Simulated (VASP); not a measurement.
# Ge (Cmmm) in VASP: further runs, part 2 of 2

VASP 6.6.1. Earlier steps stand in the parts before.

## (5) Single point, HSE06

This run uses another cell than the first one, of 18.82 Å³/atom.

POSCAR reads:

```
Ge
1.0
    1.3782662934     -2.5653695835      0.0000000000
    1.3782662934      2.5653695835      0.0000000000
    0.0000000000      0.0000000000      2.6617639486
Ge
1
Direct
    0.5000000000      0.5000000000      0.0000000000
```

INCAR.step1 reads:

```
PREC = Accurate
ENCUT = 520
EDIFF = 1E-5
ISMEAR = -1
SIGMA = 0.05
LREAL = F
LASPH = T
NELM = 80
ALGO = Normal
ISIF = 2
LWAVE = T
LCHARG = F
GGA = PE
NBANDS = 13
```

INCAR.step2 reads:

```
PREC = Accurate
ENCUT = 520
EDIFF = 1E-6
ISMEAR = -1
SIGMA = 0.05
LREAL = F
LASPH = T
NELM = 80
ALGO = Normal
ISIF = 2
LWAVE = F
LCHARG = F
GGA = PE
LHFCALC = T
HFSCREEN = 0.2079
PRECFOCK = Normal
ISTART = 1
NBANDS = 13
```

KPOINTS reads:

```
Automatic mesh
0
Gamma
  6 6 6
```

Potentials or basis: VASP PAW PBE potentials, release 64 (Ge_d).

Run with:

```sh
cat potpaw_PBE.64/Ge_d/POTCAR > POTCAR
cp INCAR.step1 INCAR
mpirun -np 1 vasp_std > vasp.out
cp INCAR.step2 INCAR
mpirun -np 1 vasp_std > vasp.out
```

OUTCAR:

```text
PREC = Accurate
   ENCUT = 520
   EDIFF = 1E-6
   ISMEAR = -1
   LREAL = F
   LASPH = T
   NELM = 80
   ISIF = 2
   GGA = PE
   LHFCALC = T
   HFSCREEN = 0.2079
   PRECFOCK = Normal
   ISTART = 1

 ion  position               nearest neighbor table
   1  0.500  0.500  0.000-

  LATTYP: Found a base centered orthorhombic cell.
 ALAT       =     2.7565325868
 B/A-ratio  =     1.8613018368
 C/A-ratio  =     0.9656203454

  Lattice vectors:

 A1 = (   1.3782662934,  -2.5653695835,   0.0000000000)
 A2 = (   1.3782662934,   2.5653695835,   0.0000000000)
 A3 = (   0.0000000000,   0.0000000000,   2.6617639486)

Analysis of symmetry for initial positions (statically):
=====================================================================
 Subroutine PRICEL returns:
 Original cell was already a primitive cell.

 Routine SETGRP: Setting up the symmetry group for a
 base centered orthorhombic supercell.

 Subroutine GETGRP returns: Found  8 space group operations
 (whereof  8 operations were pure point group operations)
 out of a pool of  8 trial point group operations.

The static configuration has the point symmetry D_2h.

Analysis of symmetry for dynamics (positions and initial velocities):
=====================================================================
 Subroutine PRICEL returns:
 Original cell was already a primitive cell.

 Routine SETGRP: Setting up the symmetry group for a
 base centered orthorhombic supercell.

 Subroutine GETGRP returns: Found  8 space group operations
 (whereof  8 operations were pure point group operations)
 out of a pool of  8 trial point group operations.

The dynamic configuration has the point symmetry D_2h.

 Subroutine INISYM returns: Found  8 space group operations
 (whereof  8 operations are pure point group operations),
 and found     1 'primitive' translations

----------------------------------------------------------------------------------------

                                     Primitive cell

  volume of cell :      18.8227

  direct lattice vectors                    reciprocal lattice vectors
     1.378266293 -2.565369583  0.000000000     0.362774598 -0.194903691  0.000000000
     1.378266293  2.565369583  0.000000000     0.362774598  0.194903691  0.000000000
     0.000000000  0.000000000  2.661763949     0.000000000  0.000000000  0.375690715

  length of vectors
     2.912170853  2.912170853  2.661763949     0.411816534  0.411816534  0.375690715

  position of ions in fractional coordinates (direct lattice)
     0.500000000  0.500000000  0.000000000

  ion indices of the primitive-cell ions
   primitive index   ion index
                 1           1

----------------------------------------------------------------------------------------

 KPOINTS: Automatic mesh

Automatic generation of k-mesh.
 Grid dimensions read from file:
 generate k-points for:    6    6    6

 Generating k-lattice:

  Cartesian coordinates                     Fractional coordinates (reciprocal lattice)
     0.060462433 -0.032483948  0.000000000     0.166666667  0.000000000  0.000000000
     0.060462433  0.032483948  0.000000000     0.000000000  0.166666667  0.000000000
     0.000000000  0.000000000  0.062615119     0.000000000  0.000000000  0.166666667

  Length of vectors
[... 38 lines left out ...]
   number of dos      NEDOS =    301   number of ions     NIONS =      1
   total plane-waves  NPLWV =  11520
   dimension x,y,z NGX =    24 NGY =   24 NGZ =   20
   dimension x,y,z NGXF=    48 NGYF=   48 NGZF=   40
   ions per type =               1
   NGX,Y,Z   is equivalent  to a cutoff of  13.70, 13.70, 12.49 a.u.
   NGXF,Y,Z  is equivalent  to a cutoff of  27.40, 27.40, 24.98 a.u.
 SYSTEM =  unknown system
   PREC   = accura    normal or accurate (medium, high low for compatibility)
   ISTART =      1    job   : 0-new  1-cont  2-samecut
   ICHARG =      0    charge: 1-file 2-atom 10-const
   ISPIN  =      1    spin polarized calculation?
   LNONCOLLINEAR =      F non collinear calculations
   LSORBIT =      F    spin-orbit coupling
   LASPH  =      T    aspherical Exc in radial PAW
   ENCUT  =  520.0 eV  38.22 Ry    6.18 a.u.   5.41  5.41  4.95*2*pi/ulx,y,z
   NELM   =     80;   NELMIN=  2; NELMDL=  0     # of ELM steps
   EDIFF  = 0.1E-05   stopping-criterion for ELM
   LREAL  =      F    real-space projection
   EDIFFG = 0.1E-04   stopping-criterion for IOM
   NSW    =      0    number of steps for IOM
   IBRION =     -1    ionic relax: 0-MD 1-quasi-New 2-CG
   NFREE  =      0    steps in history (QN), initial steepest desc. (CG)
   ISIF   =      2    stress and relaxation
   ISYM   =      3    0-nonsym 1-usesym 2-fastsym
   POTIM  = 0.5000    time-step for ionic-motion
   TEBEG  =    0.0;   TEEND  =   0.0 temperature during run
   PSTRESS=    0.0 pullay stress
   NELECT =      14.0000    total number of electrons
   NUPDOWN=      -1.0000    fix difference up-down
   EMIN   =  10.00;   EMAX   =-10.00  energy-range for DOS
   EFERMI =   0.00;   METHOD = LEGACY
   ISMEAR =    -1;   SIGMA  =   0.05  broadening in eV -4-tet -1-fermi 0-gaus
   EFERMI_NEDOS =   21; number of points for ismear=-14 and -15
   IALGO  =     38    algorithm
   IMIX   =      1    mixing-type and parameters
     AMIX     =   0.40;   BMIX     =  1.00
     AMIX_MAG =   1.60;   BMIX_MAG =  1.00
  volume/ion in A,a.u.               =      18.82       127.02
  Fermi-wavevector in a.u.,A,eV,Ry     =   1.483281  2.802994 29.934467  2.200121
  Thomas-Fermi vector in A             =   2.596962
   LORBIT       =      0    0 simple, 1 ext, 2 COOP (PROOUT), +10 PAW based schemes
   GGA     = PE    functional components
   LHFCALC =     T    Hartree Fock is set to
   PRECFOCK=normal    Normal, Fast or Accurate (Low or Medium for compatibility)
   ENCUT4O =  -1.0   cutoff for four orbital integrals eV
   NKREDX  =     1    reduce k-point grid by
   NKREDY  =     1    reduce k-point grid by
   NKREDZ  =     1    reduce k-point grid by
   AEXX    =    0.2500 exact exchange contribution
   HFSCREEN=    0.2079 screening length (either q_TF or 0.3 A-1)
   HFSCREENC=   0.2079 screening length for correlation (either q_TF or 0.3 A-1)
   ENCUTFOCK=  -1.0 apply spherical cutoff to Coloumb kernel
   IVDW    =     0    specifies the selected vdW correction
   LEPSILON=     F    determine dielectric tensor
   LRPA    =     F    only Hartree local field effects (RPA)
 non-spin polarized calculation
  energy-cutoff  :      520.00
  volume of cell :       18.82
 maximum number of plane-waves:       520
 NGX is ok and might be reduce to    24
  NGX = 18; NGY = 18; NGZ = 16

 number of electron      13.9999987 magnetization

 Free energy of the ion-electron system (eV)
  ---------------------------------------------------
  ext. energy  EPLUGINS =         0.00000000
  ---------------------------------------------------
  free energy    TOTEN  =        -5.00542049 eV

  energy without entropy =       -5.00270636  energy(sigma->0) =       -5.00406343

 E-fermi :   7.0003     XC(G=0):  -9.2484

 val. band max:        6.8589919097   @ k =   0.5000   0.1667   0.5000
 cond. band min:       7.0164477640   @ k =  -0.3333   0.1667   0.0000
 fundamental gap:      0.1574558542
 Fermi energy:         7.0003280312

 k-point     1 :       0.0000    0.0000    0.0000
  band No.  band energies     occupation
      1     -21.6114      2.00000
      2     -21.5264      2.00000
      3     -21.4693      2.00000
      4     -21.3676      2.00000
      5     -21.3424      2.00000
      6      -8.2169      2.00000
      7      14.2892      0.00000
      8      14.9619      0.00000
      9      16.6457      0.00000
     10      17.5887      0.00000
     11      20.2089      0.00000
     12      22.8006      0.00000
     13      23.0229      0.00000
[... 354 lines left out ...]
  band No.  band energies     occupation
      1     -21.5250      2.00000
      2     -21.4707      2.00000
      3     -21.4316      2.00000
      4     -21.3993      2.00000
      5     -21.3836      2.00000
      6      -2.9241      2.00000
      7       2.5686      2.00000
      8       8.6372      0.00000
      9      13.2992      0.00000
     10      19.0958      0.00000
     11      22.8381      0.00000
     12      24.7812      0.00000
     13      28.3088      0.00000

 [... further k-points ...]
[... 5 lines left out ...]
  --------------------------------------------------------------------------------------
  -------------------------------------------------------------------------------------
  Total       -0.0830713     -0.7421613      0.8920572     -0.0000000      0.0000000      0.0000000
  in kB       -7.0709672    -63.1722358     75.9312699     -0.0000000      0.0000000      0.0000000
  external PRESSURE =       1.8960223 kB  Pullay stress =       0.0000000 kB

 VOLUME and BASIS-vectors are now :
 -----------------------------------------------------------------------------
  energy-cutoff  :      520.00
  volume of cell :       18.82
      direct lattice vectors                 reciprocal lattice vectors
     1.378266293 -2.565369583  0.000000000     0.362774598 -0.194903691  0.000000000
     1.378266293  2.565369583  0.000000000     0.362774598  0.194903691  0.000000000
     0.000000000  0.000000000  2.661763949     0.000000000  0.000000000  0.375690715

 POSITION                                       TOTAL-FORCE (eV/Angst)
 -----------------------------------------------------------------------------------
      1.37827      0.00000      0.00000         0.000000      0.000000      0.000000
 -----------------------------------------------------------------------------------
    total drift:                                0.000001      0.000000      0.000000

  FREE ENERGIE OF THE ION-ELECTRON SYSTEM (eV)
  ---------------------------------------------------
  free  energy   TOTEN  =        -5.0054204946 eV

  energy  without entropy=       -5.0027063643  energy(sigma->0) =       -5.00406343
```

OUTCAR.step1:

```text
PREC = Accurate
   ENCUT = 520
   EDIFF = 1E-5
   ISMEAR = -1
   LREAL = F
[... 602 lines left out ...]

 POSITION                                       TOTAL-FORCE (eV/Angst)
 -----------------------------------------------------------------------------------
      1.37827      0.00000      0.00000        -0.000000     -0.000000      0.000000
 -----------------------------------------------------------------------------------
    total drift:                               -0.000000     -0.000000     -0.000000

  FREE ENERGIE OF THE ION-ELECTRON SYSTEM (eV)
  ---------------------------------------------------
  free  energy   TOTEN  =        -4.2853469559 eV

  energy  without entropy=       -4.2819106527  energy(sigma->0) =       -4.28362880
```

It took 56 min on 1 thread of Intel Xeon Platinum 8259CL at 2.50GHz (Skylake/Cascade Lake), shared host; peak memory 0.24 GiB.

Results:

```yaml
Free_energy: -5.0054 eV
Pressure: 0.2 GPa
Band_gap_on_the_k_mesh: zero (bands 7 and 8 overlap by 11.46 eV)
```

Levels at points of the mesh, in eV from the Fermi level:
```tsv
k point	band 5	band 6	band 7	band 8	band 9	band 10
(0.00, 0.00, 0.00)	-28.34	-15.22	7.29	7.96	9.65	10.59
(0.50, 0.00, 0.00)	-28.36	-9.21	-6.69	3.72	7.75	11.74
(0.50, 0.50, 0.00)	-28.35	-10.22	-6.94	5.73	9.57	10.99
(0.00, 0.00, 0.50)	-28.39	-10.75	-7.24	11.23	12.92	17.02
(0.50, 0.00, 0.50)	-28.27	-4.07	-3.15	-2.44	3.46	7.04
(0.50, 0.50, 0.50)	-28.30	-5.25	-3.31	-3.15	3.02	9.02
```

Caveat: the k points lie up to 0.43 Å⁻¹ apart, too coarse for converged energies and pressures of a metal; the PAW data sets were made with another functional, which shifts forces and pressure a little.

## (6) The runs side by side

| level | potentials or basis | spin | cell | k mesh | grid for exact exchange (PRECFOCK) | share of exact exchange | screening parameter | gap on the mesh (eV) | pressure (GPa) |
| --- | --- | --- | --- | --- | --- | --- | --- | --- | --- |
| LDA | VASP PAW LDA potentials, release 64 (Ge_d) | non-collinear, zero start, SOC | a = 2.952, b = 2.952, c = 2.698 Å, angles 90.0, 90.0, 123.5°, 1 atom | 8 × 8 × 7 | - | - | - | - | -5.7 |
| B3LYP | VASP PAW PBE potentials, release 64 (Ge_d) | off | a = 2.952, b = 2.952, c = 2.698 Å, angles 90.0, 90.0, 123.5°, 1 atom | 6 × 6 × 5 | Normal | 0.2 | - | none | 4.6 |
| HSE06 | VASP PAW PBE potentials, release 64 (Ge_d) | off | a = 2.952, b = 2.952, c = 2.698 Å, angles 90.0, 90.0, 123.5°, 1 atom | 6 × 6 × 5 | Normal | 0.25 | 0.2079 1/Å | none | -0.6 |
| HSE06 | VASP PAW PBE potentials, release 64 (Ge_d) | off | a = 2.912, b = 2.912, c = 2.662 Å, angles 90.0, 90.0, 123.5°, 1 atom | 6 × 6 × 6 | Normal | 0.25 | 0.2079 1/Å | none | 0.2 |

Alike in all rows: task single point; cutoff (eV) 520; smearing fermi-dirac 0.05 eV.

Caveats: some runs use coarse meshes; the PAW data sets were made with another functional, which shifts forces and pressure a little (at least some runs); the cell stands under tension (at least some runs).

Absolute energies hang on the potentials; compare differences alone.
